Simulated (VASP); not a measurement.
A run of VASP 6.6.1 is set up as follows.

File INCAR:

```
PREC     = Accurate       # precision mode
ENCUT    = 520            # plane-wave cutoff, eV
EDIFF    = 1E-6           # SCF threshold, eV
ISMEAR   = 0              # smearing method
SIGMA    = 0.1            # smearing width, eV
LREAL    = False          # projectors in reciprocal space
LASPH    = True           # aspherical terms in the spheres
NELM     = 60             # most SCF steps
ALGO     = Normal         # electronic algorithm
ISIF     = 2              # what is computed and relaxed
LWAVE    = False          # write WAVECAR
LCHARG   = False          # write CHGCAR
GGA      = PE             # functional
NBANDS   = 39             # bands
```

The input KPOINTS:

```
regular mesh
0
Gamma
  4 4 4
```

Contents of POSCAR:

```
Si2SnSe6
1.0
    0.0000000000      4.5442760200      4.5442760200
    4.5442760200      0.0000000000      4.5442760200
    4.5442760200      4.5442760200      0.0000000000
Si Sn Se
2 1 6
Direct
    0.7500000000      0.7500000000      0.7500000000
    0.2500000000      0.2500000000      0.2500000000
    0.0000000000      0.0000000000      0.0000000000
    0.5000000000      0.0000000000      0.0000000000
    0.0000000000      0.5000000000      0.5000000000
    0.0000000000      0.5000000000      0.0000000000
    0.5000000000      0.0000000000      0.5000000000
    0.0000000000      0.0000000000      0.5000000000
    0.5000000000      0.5000000000      0.0000000000
```

Potentials or basis: VASP PAW PBE potentials, release 64 (Si, Sn_d, Se).

The run is started by

```console
$ cat potpaw_PBE.64/Si/POTCAR potpaw_PBE.64/Sn_d/POTCAR potpaw_PBE.64/Se/POTCAR > POTCAR
$ mpirun -np 1 vasp_std > vasp.out
```

Predict the band gap on the k mesh.

zero (bands 29 and 30 overlap by 1.38 eV).

What does it give for the pressure?

17.9 GPa.

Caveat: the cell differs from its parent crystal (atoms taken out); the cell stands under pressure; spin-orbit coupling is left out, which moves the levels of the heavy elements.
